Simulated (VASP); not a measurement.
# C (Fd-3m) in VASP: a series of runs

The runs below take C through single point, with r2SCAN.

All numbers are computed with VASP 6.6.1; they aren't measurements. Logs are shortened: lines on timing, memory, paths and dates and some standing lists are left out, and cuts for length are marked.

## Step 1: The cell of the first run

The structure is cubic, space group Fd-3m (No. 227). The conventional cell has a = 3.542 Å, b = 3.542 Å, c = 3.542 Å, α = 90.00°, β = 90.00°, γ = 90.00°. Within 2.0 Å of C (site symmetry -43m) lie 4 C at 1.53 Å.

## Step 2: Single point, r2SCAN

The input, POSCAR:

```
C
1.0
    0.0000000000      1.7711992739      1.7711992739
    1.7711992739      0.0000000000      1.7711992739
    1.7711992739      1.7711992739      0.0000000000
C
2
Direct
    0.5000000000      0.5000000000      0.5000000000
    0.7500000000      0.7500000000      0.7500000000
```

The input, INCAR.step1:

```
PREC     = Accurate       # precision mode
ENCUT    = 520            # plane-wave cutoff, eV
ISMEAR   = 0              # smearing method
SIGMA    = 0.01           # smearing width, eV
LREAL    = F              # projectors in reciprocal space
LASPH    = T              # aspherical terms in the spheres
NELM     = 60             # most SCF steps
NBANDS   = 11             # bands
GGA      = PE             # functional
ALGO     = Normal         # electronic algorithm
EDIFF    = 1E-4           # SCF threshold, eV
LWAVE    = T              # write WAVECAR
LCHARG   = F              # write CHGCAR
```

The input, INCAR.step2:

```
PREC     = Accurate       # precision mode
ENCUT    = 520            # plane-wave cutoff, eV
EDIFF    = 1E-6           # SCF threshold, eV
ISMEAR   = 0              # smearing method
SIGMA    = 0.01           # smearing width, eV
LREAL    = F              # projectors in reciprocal space
LASPH    = T              # aspherical terms in the spheres
NELM     = 60             # most SCF steps
ALGO     = Normal         # electronic algorithm
ISIF     = 2              # what is computed and relaxed
LWAVE    = F              # write WAVECAR
LCHARG   = F              # write CHGCAR
METAGGA  = R2SCAN         # meta-GGA
LMIXTAU  = T            
NBANDS   = 11             # bands
ISTART   = 1
```

The input, KPOINTS:

```
regular mesh
0
Gamma
  12 12 12
```

Potentials or basis: VASP PAW PBE potentials, release 64 (C).

Started as:

```console
$ cat potpaw_PBE.64/C/POTCAR > POTCAR
$ cp INCAR.step1 INCAR
$ mpirun -np 1 vasp_std > vasp.out
$ cp INCAR.step2 INCAR
$ mpirun -np 1 vasp_std > vasp.out
```

OUTCAR:

```text
PREC = Accurate
   ENCUT = 520
   EDIFF = 1E-6
   ISMEAR = 0
   LREAL = F
   LASPH = T
   NELM = 60
   ISIF = 2
   METAGGA = R2SCAN
   ISTART = 1

 ion  position               nearest neighbor table
   1  0.500  0.500  0.500-   2 1.53   2 1.53   2 1.53   2 1.53
   2  0.750  0.750  0.750-   1 1.53   1 1.53   1 1.53   1 1.53

  LATTYP: Found a face centered cubic cell.
 ALAT       =     3.5423985478

  Lattice vectors:

 A1 = (   0.0000000000,   1.7711992739,   1.7711992739)
 A2 = (   1.7711992739,   0.0000000000,   1.7711992739)
 A3 = (   1.7711992739,   1.7711992739,   0.0000000000)

Analysis of symmetry for initial positions (statically):
=====================================================================
 Subroutine PRICEL returns:
 Original cell was already a primitive cell.

 Routine SETGRP: Setting up the symmetry group for a
 face centered cubic supercell.

 Subroutine GETGRP returns: Found 48 space group operations
 (whereof 24 operations were pure point group operations)
 out of a pool of 48 trial point group operations.

The static configuration has the point symmetry T_d .
 The point group associated with its full space group is O_h .

Analysis of symmetry for dynamics (positions and initial velocities):
=====================================================================
 Subroutine PRICEL returns:
 Original cell was already a primitive cell.

 Routine SETGRP: Setting up the symmetry group for a
 face centered cubic supercell.

 Subroutine GETGRP returns: Found 48 space group operations
 (whereof 24 operations were pure point group operations)
 out of a pool of 48 trial point group operations.

The dynamic configuration has the point symmetry T_d .
 The point group associated with its full space group is O_h .

 Subroutine INISYM returns: Found 48 space group operations
 (whereof 24 operations are pure point group operations),
 and found     1 'primitive' translations

----------------------------------------------------------------------------------------

                                     Primitive cell

  volume of cell :      11.1130

  direct lattice vectors                    reciprocal lattice vectors
     0.000000000  1.771199274  1.771199274    -0.282294605  0.282294605  0.282294605
     1.771199274  0.000000000  1.771199274     0.282294605 -0.282294605  0.282294605
     1.771199274  1.771199274  0.000000000     0.282294605  0.282294605 -0.282294605

  length of vectors
     2.504854035  2.504854035  2.504854035     0.488948599  0.488948599  0.488948599

  position of ions in fractional coordinates (direct lattice)
     0.500000000  0.500000000  0.500000000
     0.750000000  0.750000000  0.750000000

  ion indices of the primitive-cell ions
   primitive index   ion index
                 1           1
                 2           2

----------------------------------------------------------------------------------------

 KPOINTS: regular mesh

Automatic generation of k-mesh.
 Grid dimensions read from file:
 generate k-points for:   12   12   12

 Generating k-lattice:

  Cartesian coordinates                     Fractional coordinates (reciprocal lattice)
    -0.023524550  0.023524550  0.023524550     0.083333333  0.000000000  0.000000000
     0.023524550 -0.023524550  0.023524550     0.000000000  0.083333333  0.000000000
     0.023524550  0.023524550 -0.023524550     0.000000000  0.000000000  0.083333333

  Length of vectors
     0.040745717  0.040745717  0.040745717

  Shift w.r.t. Gamma in fractional coordinates (k-lattice)
     0.000000000  0.000000000  0.000000000

 Subroutine IBZKPT returns following result:
 ===========================================

 Found     72 irreducible k-points:

 Following reciprocal coordinates:
            Coordinates               Weight
  0.000000  0.000000  0.000000      1.000000
  0.083333  0.000000  0.000000      8.000000
  0.166667  0.000000  0.000000      8.000000
  0.250000  0.000000  0.000000      8.000000
  0.333333  0.000000  0.000000      8.000000
  0.416667  0.000000  0.000000      8.000000
[... 16 lines left out ...]
  0.500000  0.166667  0.000000     24.000000
 -0.416667  0.166667  0.000000     24.000000
 [... further k-points ...]
   k-points           NKPTS =     72   k-points in BZ     NKDIM =     72   number of bands    NBANDS=     11
   number of dos      NEDOS =    301   number of ions     NIONS =      2
   total plane-waves  NPLWV =   8000
   dimension x,y,z NGX =    20 NGY =   20 NGZ =   20
   dimension x,y,z NGXF=    40 NGYF=   40 NGZF=   40
   ions per type =               2
   NGX,Y,Z   is equivalent  to a cutoff of  13.27, 13.27, 13.27 a.u.
   NGXF,Y,Z  is equivalent  to a cutoff of  26.55, 26.55, 26.55 a.u.
 SYSTEM =  unknown system
   PREC   = accura    normal or accurate (medium, high low for compatibility)
   ISTART =      1    job   : 0-new  1-cont  2-samecut
   ICHARG =      0    charge: 1-file 2-atom 10-const
   ISPIN  =      1    spin polarized calculation?
   LNONCOLLINEAR =      F non collinear calculations
   LSORBIT =      F    spin-orbit coupling
   LASPH  =      T    aspherical Exc in radial PAW
   ENCUT  =  520.0 eV  38.22 Ry    6.18 a.u.   4.66  4.66  4.66*2*pi/ulx,y,z
   NELM   =     60;   NELMIN=  2; NELMDL=  0     # of ELM steps
   EDIFF  = 0.1E-05   stopping-criterion for ELM
   LREAL  =      F    real-space projection
   EDIFFG = 0.1E-04   stopping-criterion for IOM
   NSW    =      0    number of steps for IOM
   IBRION =     -1    ionic relax: 0-MD 1-quasi-New 2-CG
   NFREE  =      0    steps in history (QN), initial steepest desc. (CG)
   ISIF   =      2    stress and relaxation
   ISYM   =      2    0-nonsym 1-usesym 2-fastsym
   POTIM  = 0.5000    time-step for ionic-motion
   TEBEG  =    0.0;   TEEND  =   0.0 temperature during run
   PSTRESS=    0.0 pullay stress
   NELECT =       8.0000    total number of electrons
   NUPDOWN=      -1.0000    fix difference up-down
   EMIN   =  10.00;   EMAX   =-10.00  energy-range for DOS
   EFERMI =   0.00;   METHOD = LEGACY
   ISMEAR =     0;   SIGMA  =   0.01  broadening in eV -4-tet -1-fermi 0-gaus
   EFERMI_NEDOS =   21; number of points for ismear=-14 and -15
   IALGO  =     38    algorithm
   IMIX   =      4    mixing-type and parameters
     AMIX     =   0.40;   BMIX     =  1.00
     AMIX_MAG =   1.60;   BMIX_MAG =  1.00
  volume/ion in A,a.u.               =       5.56        37.50
  Fermi-wavevector in a.u.,A,eV,Ry     =   1.467216  2.772636 29.289574  2.152723
  Thomas-Fermi vector in A             =   2.582860
   LORBIT       =      0    0 simple, 1 ext, 2 COOP (PROOUT), +10 PAW based schemes
   METAGGA = R2SCAN    functional components
   LHFCALC =     F    Hartree Fock is set to
   AEXX    =    0.0000 exact exchange contribution
   IVDW    =     0    specifies the selected vdW correction
   LEPSILON=     F    determine dielectric tensor
   LRPA    =     F    only Hartree local field effects (RPA)
 non-spin polarized calculation
 Gauss-broadening in eV      SIGMA  =   0.01
  energy-cutoff  :      520.00
  volume of cell :       11.11
 maximum number of plane-waves:       310
   NGX =  9   NGY =  9   NGZ =  9

 number of electron       7.9999999 magnetization

 Free energy of the ion-electron system (eV)
  ---------------------------------------------------
  ext. energy  EPLUGINS =         0.00000000
  ---------------------------------------------------
  free energy    TOTEN  =       -19.65198534 eV

  energy without entropy =      -19.65198534  energy(sigma->0) =      -19.65198534

 E-fermi :  10.1721     XC(G=0): -14.3710

 val. band max:       10.0136618651   @ k =   0.0000   0.0000   0.0000
 cond. band min:      14.4046377831   @ k =   0.3333   0.3333   0.0000
 fundamental gap:      4.3909759180
 Fermi energy:        10.1720822711

 k-point     1 :       0.0000    0.0000    0.0000
  band No.  band energies     occupation
      1     -12.9682      2.00000
      2      10.0137      2.00000
      3      10.0137      2.00000
      4      10.0137      2.00000
      5      15.9058      0.00000
      6      15.9058      0.00000
      7      15.9058      0.00000
      8      24.3278      0.00000
      9      30.6928      0.00000
     10      37.6311      0.00000
     11      37.6311      0.00000

 k-point     2 :       0.0833    0.0000    0.0000
  band No.  band energies     occupation
      1     -12.7644      2.00000
      2       8.6758      2.00000
      3       9.6608      2.00000
      4       9.6608      2.00000
      5      16.3687      0.00000
      6      16.3687      0.00000
      7      16.7000      0.00000
      8      24.5161      0.00000
      9      31.0395      0.00000
     10      35.5456      0.00000
     11      35.5456      0.00000

 k-point     3 :       0.1667    0.0000    0.0000
  band No.  band energies     occupation
      1     -12.1557      2.00000
      2       5.9450      2.00000
      3       8.8990      2.00000
      4       8.8990      2.00000
      5      17.3685      0.00000
      6      17.3685      0.00000
      7      17.8915      0.00000
      8      25.0536      0.00000
      9      31.7605      0.00000
     10      33.8818      0.00000
     11      33.8818      0.00000
[... 267 lines left out ...]
 k-point    23 :       0.5000    0.1667    0.0000
  band No.  band energies     occupation
      1      -6.8942      2.00000
      2      -2.8553      2.00000
      3       4.6267      2.00000
      4       5.7249      2.00000
      5      17.5395      0.00000
      6      21.4502      0.00000
      7      22.0298      0.00000
      8      25.3523      0.00000
      9      31.5975      0.00000
     10      35.6138      0.00000
     11      38.1635      0.00000

 k-point    24 :      -0.4167    0.1667    0.0000
  band No.  band energies     occupation
      1      -6.4533      2.00000
      2      -3.3883      2.00000
      3       4.1064      2.00000
      4       6.1321      2.00000
      5      18.0092      0.00000
      6      20.9132      0.00000
      7      22.0052      0.00000
      8      26.6596      0.00000
      9      30.8247      0.00000
     10      35.5235      0.00000
     11      36.4287      0.00000

 [... further k-points ...]

------------------------ aborting loop because EDIFF is reached ----------------------------------------

  FORCE on cell =-STRESS in cart. coord.  units (eV):
  Direction    XX          YY          ZZ          XY          YZ          ZX
  --------------------------------------------------------------------------------------
  -------------------------------------------------------------------------------------
  Total        0.5678950      0.5678950      0.5678950     -0.0000000      0.0000000      0.0000000
  in kB       81.8740674     81.8740674     81.8740674     -0.0000000      0.0000000      0.0000000
  external PRESSURE =      81.8740674 kB  Pullay stress =       0.0000000 kB

 VOLUME and BASIS-vectors are now :
 -----------------------------------------------------------------------------
  energy-cutoff  :      520.00
  volume of cell :       11.11
      direct lattice vectors                 reciprocal lattice vectors
     0.000000000  1.771199274  1.771199274    -0.282294605  0.282294605  0.282294605
     1.771199274  0.000000000  1.771199274     0.282294605 -0.282294605  0.282294605
     1.771199274  1.771199274  0.000000000     0.282294605  0.282294605 -0.282294605

 POSITION                                       TOTAL-FORCE (eV/Angst)
 -----------------------------------------------------------------------------------
      1.77120      1.77120      1.77120         0.000000      0.000000      0.000000
      2.65680      2.65680      2.65680        -0.000000     -0.000000     -0.000000
 -----------------------------------------------------------------------------------
    total drift:                                0.000000     -0.000000      0.000000

  FREE ENERGIE OF THE ION-ELECTRON SYSTEM (eV)
  ---------------------------------------------------
  free  energy   TOTEN  =       -19.6519853379 eV

  energy  without entropy=      -19.6519853379  energy(sigma->0) =      -19.65198534
```

It took 28 s on 1 thread of Intel Xeon 8259CL, shared host; peak memory 0.12 GiB.

Results:

| Quantity | Value |
| --- | --- |
| Free energy | -19.6520 eV |
| Pressure | 8.2 GPa |
| Band gap on the k mesh | 4.39 eV (least direct gap 5.89 eV) |

Caveat: the cell stands under pressure; the PAW data sets were made with another functional, which shifts forces and pressure a little.

(Continued in part 2 of 2.)
